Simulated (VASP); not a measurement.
# Sn (Fd-3m) in VASP: a series of runs

The runs below take Sn through single point, relaxation of cell and atoms, with r2SCAN.

All numbers are computed with VASP 6.6.1; they aren't measurements. Logs are shortened: lines on timing, memory, paths and dates and some standing lists are left out, and cuts for length are marked.

## Step 1: The cell of the first run

The structure is cubic, space group Fd-3m (No. 227). Conventional cell: a = 6.566 Å, b = 6.566 Å, c = 6.566 Å, α = 90.00°, β = 90.00°, γ = 90.00°. Sn (site symmetry -43m) has 4 Sn at 2.84 Å within 3.7 Å.

This isn't the form of Sn at room conditions, which is tetragonal (white tin).

## Step 2: Single point, r2SCAN

The input, POSCAR:

```
Sn
1.0
    0.0000000000      3.2832388054      3.2832388054
    3.2832388054      0.0000000000      3.2832388054
    3.2832388054      3.2832388054      0.0000000000
Sn
2
Direct
    0.0000000000      0.0000000000      0.0000000000
    0.2500000000      0.2500000000      0.2500000000
```

The input, INCAR.step1:

```
SYSTEM = Sn
ALGO = Normal
EDIFF = 1E-4
ENCUT = 520
GGA = PE
ISMEAR = 0
LASPH = .TRUE.
LCHARG = .FALSE.
LREAL = .FALSE.
LWAVE = .TRUE.
NBANDS = 21
NELM = 100
PREC = Accurate
SIGMA = 0.1
```

The input, INCAR.step2:

```
SYSTEM = Sn
ALGO = Normal
EDIFF = 1E-6
ENCUT = 520
ISIF = 2
ISMEAR = 0
ISTART = 1
LASPH = .TRUE.
LCHARG = .TRUE.
LELF = .TRUE.
LMIXTAU = .TRUE.
LREAL = .FALSE.
LVHAR = .TRUE.
LWAVE = .FALSE.
METAGGA = R2SCAN
NBANDS = 21
NELM = 100
PREC = Accurate
SIGMA = 0.1
```

The input, KPOINTS:

```
k-points
0
G
  10 10 10
  0 0 0
```

Potentials or basis: VASP PAW PBE potentials, release 64 (Sn_d).

On the command line:

```sh
$ cat potpaw_PBE.64/Sn_d/POTCAR > POTCAR
$ cp INCAR.step1 INCAR
$ mpirun -np 1 vasp_std > vasp.out
$ cp INCAR.step2 INCAR
$ mpirun -np 1 vasp_std > vasp.out
```

OUTCAR:

```text
SYSTEM = Sn
   EDIFF = 1E-6
   ENCUT = 520
   ISIF = 2
   ISMEAR = 0
   ISTART = 1
   LASPH = .TRUE.
   LREAL = .FALSE.
   METAGGA = R2SCAN
   NELM = 100
   PREC = Accurate

 ion  position               nearest neighbor table
   1  0.000  0.000  0.000-   2 2.84   2 2.84   2 2.84   2 2.84
   2  0.250  0.250  0.250-   1 2.84   1 2.84   1 2.84   1 2.84

  LATTYP: Found a face centered cubic cell.
 ALAT       =     6.5664776108

  Lattice vectors:

 A1 = (   0.0000000000,   3.2832388054,   3.2832388054)
 A2 = (   3.2832388054,   0.0000000000,   3.2832388054)
 A3 = (   3.2832388054,   3.2832388054,   0.0000000000)

Analysis of symmetry for initial positions (statically):
=====================================================================
 Subroutine PRICEL returns:
 Original cell was already a primitive cell.

 Routine SETGRP: Setting up the symmetry group for a
 face centered cubic supercell.

 Subroutine GETGRP returns: Found 48 space group operations
 (whereof 24 operations were pure point group operations)
 out of a pool of 48 trial point group operations.

The static configuration has the point symmetry T_d .
 The point group associated with its full space group is O_h .

Analysis of symmetry for dynamics (positions and initial velocities):
=====================================================================
 Subroutine PRICEL returns:
 Original cell was already a primitive cell.

 Routine SETGRP: Setting up the symmetry group for a
 face centered cubic supercell.

 Subroutine GETGRP returns: Found 48 space group operations
 (whereof 24 operations were pure point group operations)
 out of a pool of 48 trial point group operations.

The dynamic configuration has the point symmetry T_d .
 The point group associated with its full space group is O_h .

 Subroutine INISYM returns: Found 48 space group operations
 (whereof 24 operations are pure point group operations),
 and found     1 'primitive' translations

----------------------------------------------------------------------------------------

                                     Primitive cell

  volume of cell :      70.7844

  direct lattice vectors                    reciprocal lattice vectors
     0.000000000  3.283238805  3.283238805    -0.152288648  0.152288648  0.152288648
     3.283238805  0.000000000  3.283238805     0.152288648 -0.152288648  0.152288648
     3.283238805  3.283238805  0.000000000     0.152288648  0.152288648 -0.152288648

  length of vectors
     4.643200847  4.643200847  4.643200847     0.263771676  0.263771676  0.263771676

  position of ions in fractional coordinates (direct lattice)
     0.000000000  0.000000000  0.000000000
     0.250000000  0.250000000  0.250000000

  ion indices of the primitive-cell ions
   primitive index   ion index
                 1           1
                 2           2

----------------------------------------------------------------------------------------

 KPOINTS: k-points

Automatic generation of k-mesh.
 Grid dimensions read from file:
 generate k-points for:   10   10   10

 Generating k-lattice:

  Cartesian coordinates                     Fractional coordinates (reciprocal lattice)
    -0.015228865  0.015228865  0.015228865     0.100000000  0.000000000  0.000000000
     0.015228865 -0.015228865  0.015228865     0.000000000  0.100000000  0.000000000
     0.015228865  0.015228865 -0.015228865     0.000000000  0.000000000  0.100000000

  Length of vectors
     0.026377168  0.026377168  0.026377168

  Shift w.r.t. Gamma in fractional coordinates (k-lattice)
     0.000000000  0.000000000  0.000000000

 Subroutine IBZKPT returns following result:
 ===========================================

 Found     47 irreducible k-points:

 Following reciprocal coordinates:
            Coordinates               Weight
  0.000000  0.000000  0.000000      1.000000
  0.100000  0.000000  0.000000      8.000000
  0.200000  0.000000  0.000000      8.000000
  0.300000  0.000000  0.000000      8.000000
  0.400000  0.000000  0.000000      8.000000
  0.500000  0.000000  0.000000      4.000000
[... 16 lines left out ...]
  0.300000  0.300000  0.000000      6.000000
  0.400000  0.300000  0.000000     24.000000
 [... further k-points ...]
   k-points           NKPTS =     47   k-points in BZ     NKDIM =     47   number of bands    NBANDS=     21
   number of dos      NEDOS =    301   number of ions     NIONS =      2
   total plane-waves  NPLWV =  46656
   dimension x,y,z NGX =    36 NGY =   36 NGZ =   36
   dimension x,y,z NGXF=    72 NGYF=   72 NGZF=   72
   ions per type =               2
   NGX,Y,Z   is equivalent  to a cutoff of  12.89, 12.89, 12.89 a.u.
   NGXF,Y,Z  is equivalent  to a cutoff of  25.78, 25.78, 25.78 a.u.
 SYSTEM =  Sn
   PREC   = accura    normal or accurate (medium, high low for compatibility)
   ISTART =      1    job   : 0-new  1-cont  2-samecut
   ICHARG =      0    charge: 1-file 2-atom 10-const
   ISPIN  =      1    spin polarized calculation?
   LNONCOLLINEAR =      F non collinear calculations
   LSORBIT =      F    spin-orbit coupling
   LASPH  =      T    aspherical Exc in radial PAW
   ENCUT  =  520.0 eV  38.22 Ry    6.18 a.u.   8.63  8.63  8.63*2*pi/ulx,y,z
   NELM   =    100;   NELMIN=  2; NELMDL=  0     # of ELM steps
   EDIFF  = 0.1E-05   stopping-criterion for ELM
   LREAL  =      F    real-space projection
   EDIFFG = 0.1E-04   stopping-criterion for IOM
   NSW    =      0    number of steps for IOM
   IBRION =     -1    ionic relax: 0-MD 1-quasi-New 2-CG
   NFREE  =      0    steps in history (QN), initial steepest desc. (CG)
   ISIF   =      2    stress and relaxation
   ISYM   =      2    0-nonsym 1-usesym 2-fastsym
   POTIM  = 0.5000    time-step for ionic-motion
   TEBEG  =    0.0;   TEEND  =   0.0 temperature during run
   PSTRESS=    0.0 pullay stress
   NELECT =      28.0000    total number of electrons
   NUPDOWN=      -1.0000    fix difference up-down
   EMIN   =  10.00;   EMAX   =-10.00  energy-range for DOS
   EFERMI =   0.00;   METHOD = LEGACY
   ISMEAR =     0;   SIGMA  =   0.10  broadening in eV -4-tet -1-fermi 0-gaus
   EFERMI_NEDOS =   21; number of points for ismear=-14 and -15
   IALGO  =     38    algorithm
   IMIX   =      4    mixing-type and parameters
     AMIX     =   0.40;   BMIX     =  1.00
     AMIX_MAG =   1.60;   BMIX_MAG =  1.00
  volume/ion in A,a.u.               =      35.39       238.84
  Fermi-wavevector in a.u.,A,eV,Ry     =   1.201753  2.270983 19.649658  1.444209
  Thomas-Fermi vector in A             =   2.337553
   LORBIT       =      0    0 simple, 1 ext, 2 COOP (PROOUT), +10 PAW based schemes
   METAGGA = R2SCAN    functional components
   LHFCALC =     F    Hartree Fock is set to
   AEXX    =    0.0000 exact exchange contribution
   IVDW    =     0    specifies the selected vdW correction
   LEPSILON=     F    determine dielectric tensor
   LRPA    =     F    only Hartree local field effects (RPA)
 non-spin polarized calculation
 Gauss-broadening in eV      SIGMA  =   0.10
  energy-cutoff  :      520.00
  volume of cell :       70.78
 maximum number of plane-waves:      1924
   NGX = 17   NGY = 17   NGZ = 17

 number of electron      27.9999984 magnetization

 Free energy of the ion-electron system (eV)
  ---------------------------------------------------
  ext. energy  EPLUGINS =         0.00000000
  ---------------------------------------------------
  free energy    TOTEN  =       -49.49384611 eV

  energy without entropy =      -49.49343003  energy(sigma->0) =      -49.49363807

 E-fermi :   5.1999     XC(G=0):  -9.4253

 val. band max:        5.0191605177   @ k =   0.1000   0.0000   0.0000
 cond. band min:       5.2132848213   @ k =   0.0000   0.0000   0.0000
 fundamental gap:      0.1941243036
 Fermi energy:         5.1998931947

 k-point     1 :       0.0000    0.0000    0.0000
  band No.  band energies     occupation
      1     -17.1268      2.00000
      2     -17.1268      2.00000
      3     -17.1268      2.00000
      4     -17.0650      2.00000
      5     -17.0650      2.00000
      6     -16.7700      2.00000
[... 13 lines left out ...]
     20      13.3880      0.00000
     21      13.3880      0.00000

 k-point     2 :       0.1000    0.0000    0.0000
  band No.  band energies     occupation
      1     -17.1339      2.00000
      2     -17.1339      2.00000
      3     -17.1245      2.00000
      4     -17.0550      2.00000
      5     -17.0550      2.00000
      6     -16.7835      2.00000
[... 13 lines left out ...]
     20      12.7323      0.00000
     21      12.7323      0.00000

 k-point     3 :       0.2000    0.0000    0.0000
  band No.  band energies     occupation
      1     -17.1462      2.00000
      2     -17.1462      2.00000
      3     -17.1182      2.00000
      4     -17.0357      2.00000
      5     -17.0357      2.00000
      6     -16.8009      2.00000
[... 13 lines left out ...]
     20      12.3270      0.00000
     21      12.3270      0.00000

 k-point     4 :       0.3000    0.0000    0.0000
  band No.  band energies     occupation
      1     -17.1555      2.00000
      2     -17.1555      2.00000
      3     -17.1103      2.00000
      4     -17.0189      2.00000
      5     -17.0189      2.00000
      6     -16.8137      2.00000
[... 13 lines left out ...]
     20      12.5817      0.00000
     21      12.5817      0.00000

 k-point     5 :       0.4000    0.0000    0.0000
  band No.  band energies     occupation
      1     -17.1605      2.00000
      2     -17.1605      2.00000
      3     -17.1036      2.00000
      4     -17.0091      2.00000
      5     -17.0091      2.00000
      6     -16.8202      2.00000
[... 13 lines left out ...]
     20      13.4699      0.00000
     21      13.4699      0.00000

 k-point     6 :       0.5000    0.0000    0.0000
  band No.  band energies     occupation
      1     -17.1620      2.00000
      2     -17.1620      2.00000
      3     -17.1009      2.00000
      4     -17.0061      2.00000
      5     -17.0061      2.00000
      6     -16.8219      2.00000
[... 13 lines left out ...]
     20      14.3455      0.00000
     21      14.4020      0.00000

 k-point     7 :       0.1000    0.1000    0.0000
  band No.  band energies     occupation
      1     -17.1323      2.00000
      2     -17.1323      2.00000
      3     -17.1322      2.00000
      4     -17.0572      2.00000
      5     -17.0447      2.00000
      6     -16.8061      2.00000
[... 13 lines left out ...]
     20      11.9596      0.00000
     21      13.5045      0.00000
[... 291 lines left out ...]
      1     -17.1895      2.00000
      2     -17.1719      2.00000
      3     -17.0609      2.00000
      4     -16.9821      2.00000
      5     -16.9703      2.00000
      6     -16.8683      2.00000
[... 13 lines left out ...]
     20      13.1321      0.00000
     21      14.0067      0.00000

 k-point    21 :      -0.3000    0.2000    0.0000
  band No.  band energies     occupation
      1     -17.1826      2.00000
      2     -17.1715      2.00000
      3     -17.0671      2.00000
      4     -17.0037      2.00000
      5     -16.9722      2.00000
      6     -16.8609      2.00000
[... 13 lines left out ...]
     20      12.9960      0.00000
     21      14.4949      0.00000

 k-point    22 :      -0.2000    0.2000    0.0000
  band No.  band energies     occupation
      1     -17.1683      2.00000
      2     -17.1664      2.00000
      3     -17.0881      2.00000
      4     -17.0200      2.00000
      5     -16.9900      2.00000
      6     -16.8477      2.00000
[... 13 lines left out ...]
     20      13.3192      0.00000
     21      13.8132      0.00000

 k-point    23 :       0.3000    0.3000    0.0000
  band No.  band energies     occupation
      1     -17.1612      2.00000
      2     -17.1612      2.00000
      3     -17.1198      2.00000
      4     -16.9997      2.00000
      5     -16.9444      2.00000
      6     -16.9244      2.00000
[... 13 lines left out ...]
     20      14.3768      0.00000
     21      14.4424      0.00000

 k-point    24 :       0.4000    0.3000    0.0000
  band No.  band energies     occupation
      1     -17.1746      2.00000
      2     -17.1679      2.00000
      3     -17.0972      2.00000
      4     -16.9788      2.00000
      5     -16.9494      2.00000
      6     -16.9203      2.00000
[... 13 lines left out ...]
     20      14.8047      0.00000
     21      14.9444      0.00000

 [... further k-points ...]

------------------------ aborting loop because EDIFF is reached ----------------------------------------

  FORCE on cell =-STRESS in cart. coord.  units (eV):
  Direction    XX          YY          ZZ          XY          YZ          ZX
  --------------------------------------------------------------------------------------
  -------------------------------------------------------------------------------------
  Total       -0.0218426     -0.0218426     -0.0218426      0.0000000      0.0000000      0.0000000
  in kB       -0.4943988     -0.4943988     -0.4943988      0.0000000      0.0000000      0.0000000
  external PRESSURE =      -0.4943988 kB  Pullay stress =       0.0000000 kB

 VOLUME and BASIS-vectors are now :
 -----------------------------------------------------------------------------
  energy-cutoff  :      520.00
  volume of cell :       70.78
      direct lattice vectors                 reciprocal lattice vectors
     0.000000000  3.283238805  3.283238805    -0.152288648  0.152288648  0.152288648
     3.283238805  0.000000000  3.283238805     0.152288648 -0.152288648  0.152288648
     3.283238805  3.283238805  0.000000000     0.152288648  0.152288648 -0.152288648

 POSITION                                       TOTAL-FORCE (eV/Angst)
 -----------------------------------------------------------------------------------
      0.00000      0.00000      0.00000        -0.000000     -0.000000      0.000000
      1.64162      1.64162      1.64162         0.000000      0.000000     -0.000000
 -----------------------------------------------------------------------------------
    total drift:                                0.000000      0.000000      0.000000

  FREE ENERGIE OF THE ION-ELECTRON SYSTEM (eV)
  ---------------------------------------------------
  free  energy   TOTEN  =       -49.4938461085 eV

  energy  without entropy=      -49.4934300278  energy(sigma->0) =      -49.49363807
```

It took 2.8 min on 1 thread of Intel Xeon Platinum 8259CL at 2.50GHz (Skylake/Cascade Lake), shared host; peak memory 0.23 GiB.

What came out:

| Quantity | Value |
| --- | --- |
| Free energy | -49.4938 eV |
| Pressure | 0.0 GPa |
| Band gap on the k mesh | zero (filled and empty bands touch) |

Levels at points of the mesh, in eV from the Fermi level:
| k point | band 11 | band 12 | band 13 | band 14 | band 15 | band 16 | band 17 | band 18 |
| --- | --- | --- | --- | --- | --- | --- | --- | --- |
| (0.00, 0.00, 0.00) | -10.88 | -0.61 | 0.01 | 0.01 | 0.01 | 2.23 | 2.23 | 2.23 |
| (0.50, 0.00, 0.00) | -9.24 | -6.45 | -1.20 | -1.20 | 0.07 | 3.36 | 3.36 | 5.97 |
| (0.50, 0.50, 0.00) | -7.73 | -7.73 | -2.55 | -2.55 | 0.96 | 0.96 | 7.94 | 7.94 |

Caveat: the PAW data sets were made with another functional, which shifts forces and pressure a little; spin-orbit coupling is left out, which moves the levels of the heavy elements.

[end of part 1 of 2]

The gap in the log of VASP goes by the Fermi energy; the results here count the filled bands.